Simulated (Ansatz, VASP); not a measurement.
Ti: VASP beside Ansatz

Contents of INCAR:

```
  PREC = Accurate
  ENCUT = 520
  EDIFF = 1E-6
  ISMEAR = 0
  SIGMA = 0.15
  LREAL = False
  LASPH = True
  NELM = 100
  ALGO = Fast
  ISIF = 2
  LWAVE = False
  LCHARG = False
  GGA = PE
  NBANDS = 19
```

The input KPOINTS:

```
Automatic mesh
0
Gamma
  18 18 10
```

POSCAR

```
Ti
1.0
    3.0679977748      0.0000000000      0.0000000000
   -1.5339988874      2.6569640117      0.0000000000
    0.0000000000      0.0000000000      4.8734400000
Ti
2
Direct
    0.3333333333      0.6666666667      0.2500000000
    0.6666666667      0.3333333333      0.7500000000
```

Input for Ansatz:

```yaml
crystal:
  lattice:
    - [3.0679977748, 0.0, 0.0]
    - [-1.5339988874, 2.6569640117, 0.0]
    - [0.0, 0.0, 4.87344]
  atoms:
    - { symbol: Ti, position: [0.3333333333, 0.6666666667, 0.25] }
    - { symbol: Ti, position: [0.6666666667, 0.3333333333, 0.75] }
basis:
  ecutwfc: 420
kpoints:
  mp_grid: { grid: [18, 18, 10] }
hamiltonian:
  xc: pbe
scf:
  occupations: { method: gaussian, width: 0.15 }
output:
  forces: true
  stress: true
  eigenvalues: true
  write_density: true
  write_potential: true
  elf: true
  volumetric_format: npy
```

Change from the starting cell: strain +0.040 along x and y, +0.040 along z, atoms carried along.

Alike in both runs: task single point; functional PBE; k mesh 18 × 18 × 10; occupations gaussian, width 0.15 eV; no spin polarisation.

|  | VASP | Ansatz |
| --- | --- | --- |
| version | VASP 6.6.1 | Ansatz 0.2.0 |
| potentials or method | VASP PAW PBE potentials, release 64 (Ti_sv), cutoff 520 eV | scalar-relativistic, plane waves, PAW |
| valence electrons in the cell | 24 | 24 |

Ansatz gave:

```
gap on the k mesh at the Fermi level (eV)                     : none
pressure (GPa)                                                : -11.6
traceless stress, the component that is largest in VASP (GPa) : -0.34
```

Q: Estimate VASP's values.

A: gap on the k mesh at the Fermi level (eV): none; pressure (GPa): -11.7; traceless stress, the component that is largest in VASP (GPa): -0.34.

A gap of «none» marks a metal or a gap that the smearing closes. With one functional, cell and mesh, what is left measures potentials, basis and numerics.
